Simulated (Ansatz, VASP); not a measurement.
## Ge in VASP and in Ansatz

Contents of INCAR:

```
PREC = Accurate
ENCUT = 520
EDIFF = 1E-6
ISMEAR = 0
SIGMA = 0.15
LREAL = False
LASPH = True
NELM = 80
ALGO = Normal
ISIF = 2
LWAVE = False
LCHARG = False
GGA = CA
NBANDS = 13
```

The input KPOINTS:

```
Automatic mesh
0
Gamma
  20 20 20
```

The input POSCAR:

```
Ge
1.0
    0.0000000000      2.0354097092      2.0983605250
    2.0354097092      0.0000000000      2.0983605250
    2.0354097092      2.0354097092      0.0000000000
Ge
1
Direct
    0.0000000000      0.0000000000      0.0000000000
```

Input for Ansatz:

```yaml
crystal:
  lattice:
    - [0.0, 2.0354097092, 2.098360525]
    - [2.0354097092, 0.0, 2.098360525]
    - [2.0354097092, 2.0354097092, 0.0]
  atoms:
    - { symbol: Ge, position: [0.0, 0.0, 0.0] }
basis:
  ecutwfc: 420
kpoints:
  mp_grid: { grid: [20, 20, 20] }
hamiltonian:
  xc: lda
scf:
  occupations: { method: gaussian, width: 0.15 }
output:
  forces: true
  stress: true
  eigenvalues: true
```

Change from the starting cell: strain -0.030 along x and y, +0.000 along z, atoms carried along.

Alike in both runs: task single point; functional LDA; k mesh 20 × 20 × 20; occupations gaussian, width 0.15 eV; no spin polarisation.

|  | VASP | Ansatz |
| --- | --- | --- |
| version | VASP 6.6.1 | Ansatz 0.2.0 |
| potentials or method | VASP PAW LDA potentials, release 64 (Ge_d), cutoff 520 eV | scalar-relativistic, plane waves, PAW |
| valence electrons in the cell | 14 | 14 |

```tsv
	VASP	Ansatz	Ansatz less VASP
gap on the k mesh at the Fermi level (eV)	none	none	-
pressure (GPa)	3.8	3.6	-0.16
traceless stress, the component that is largest in VASP (GPa)	0.65	0.68	+0.026
```

LDA's correlation is that of Perdew and Zunger in VASP and of Perdew and Wang (1992) in Ansatz. A gap of «none» marks a metal or a gap that the smearing closes.
